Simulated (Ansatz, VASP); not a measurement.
**ZnO: VASP beside Ansatz**

File POSCAR:

```
ZnO
1.0
   -0.0446669283      2.0891035314      2.0891035314
    2.0891035314     -0.0446669283      2.0891035314
    2.0891035314      2.0891035314     -0.0446669283
Zn O
1 1
Direct
    0.0000000000      0.0000000000      0.0000000000
    0.5000000000      0.5000000000      0.5000000000
```

Contents of INCAR.step1:

```
PREC     = Accurate       # precision mode
ENCUT    = 910            # plane-wave cutoff, eV
ISMEAR   = 0              # smearing method
SIGMA    = 0.01           # smearing width, eV
LREAL    = False          # projectors in reciprocal space
LASPH    = True           # aspherical terms in the spheres
NELM     = 120            # most SCF steps
NBANDS   = 16             # bands
GGA      = PE             # functional
ALGO     = Normal         # electronic algorithm
EDIFF    = 1E-5           # SCF threshold, eV
LWAVE    = True           # write WAVECAR
LCHARG   = False          # write CHGCAR
GGA_COMPAT= False
```

INCAR.step2

```
PREC     = Accurate       # precision mode
ENCUT    = 910            # plane-wave cutoff, eV
EDIFF    = 1E-6           # SCF threshold, eV
ISMEAR   = 0              # smearing method
SIGMA    = 0.01           # smearing width, eV
LREAL    = False          # projectors in reciprocal space
LASPH    = True           # aspherical terms in the spheres
NELM     = 120            # most SCF steps
ALGO     = Normal         # electronic algorithm
ISIF     = 2              # what is computed and relaxed
LWAVE    = False          # write WAVECAR
LCHARG   = False          # write CHGCAR
METAGGA  = R2SCAN         # meta-GGA
LMIXTAU  = True         
NBANDS   = 16             # bands
ISTART   = 1            
GGA_COMPAT= False
```

KPOINTS

```
regular mesh
0
Gamma
  10 10 10
```

Input for Ansatz:

```yaml
crystal:
  lattice:
    - [-0.0446669283, 2.0891035314, 2.0891035314]
    - [2.0891035314, -0.0446669283, 2.0891035314]
    - [2.0891035314, 2.0891035314, -0.0446669283]
  atoms:
    - { symbol: Zn, position: [0.0, 0.0, 0.0] }
    - { symbol: O, position: [0.5, 0.5, 0.5] }
kpoints:
  mp_grid: { grid: [10, 10, 10] }
  band_path:
    path:
      - [0.0, 0.0, 0.0]
      - [0.5, 0.0, 0.5]
      - [0.625, 0.25, 0.625]
      - [0.375, 0.375, 0.75]
      - [0.5, 0.5, 0.5]
      - [0.5, 0.25, 0.75]
    npoints: 1
hamiltonian:
  xc: r2scan
scf:
  occupations: { method: fixed }
  n_extra_bands: 4
output:
  forces: true
  stress: true
  eigenvalues: true
```

Change from the starting cell: shear_111 strain -3.1%.

Alike in both runs: task single point; functional r2SCAN; k mesh 10 × 10 × 10; no spin polarisation.

```csv
,VASP,Ansatz
version,VASP 6.6.1,Ansatz 0.2.0
potentials or method,"VASP PAW PBE potentials, release 64 (Zn, O_h)","plane waves, PAW"
plane-wave cutoff (eV),910,500
occupations,"gaussian, width 0.01 eV",fixed
valence electrons in the cell,18,18
```

```csv
,VASP,Ansatz,Ansatz less VASP
gap on the k mesh at the Fermi level (eV),1.69,1.71,+0.019
```

VASP's potentials were made for PBE, not for r2SCAN.

Noted on VASP's run: the cutoff is short for stress, so the pressure is rough.
